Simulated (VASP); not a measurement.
Hg, 1 atom in the cell. The structure is cubic, space group Im-3m (No. 229). Conventional cell: a = 3.629 Å, b = 3.629 Å, c = 3.629 Å, α = 90.00°, β = 90.00°, γ = 90.00°. Within 4.1 Å of Hg (site symmetry m-3m) lie 14 Hg at 3.14 to 3.63 Å. 

* Program: VASP 6.6.1
* Task: single point
* Functional: PBEsol
* Potentials or basis: VASP PAW PBE potentials, release 64 (Hg)
* Cutoff: 520 eV
* k mesh: 15 × 15 × 15
* Occupations: fermi-dirac, width 0.08 eV
* Spin: no spin polarisation
* Dipole correction: no
* Further INCAR settings: ALGO = Normal; EDIFF = 1e-06; NBANDS = 12

Potentials or basis: VASP PAW PBE potentials, release 64 (Hg).

Launch:

```console
$ cat potpaw_PBE.64/Hg/POTCAR > POTCAR
$ mpirun -np 1 vasp_std > vasp.out
```

Hardware: 1 thread of Intel Xeon 8259CL (shared host).

Question: Estimate the wall time of this run.

Answer: Run time: 27 s on 1 thread of Intel Xeon 8259CL, with other jobs on the host, peak memory 0.16 GiB. Counts: scf iterations 11, k points 120.
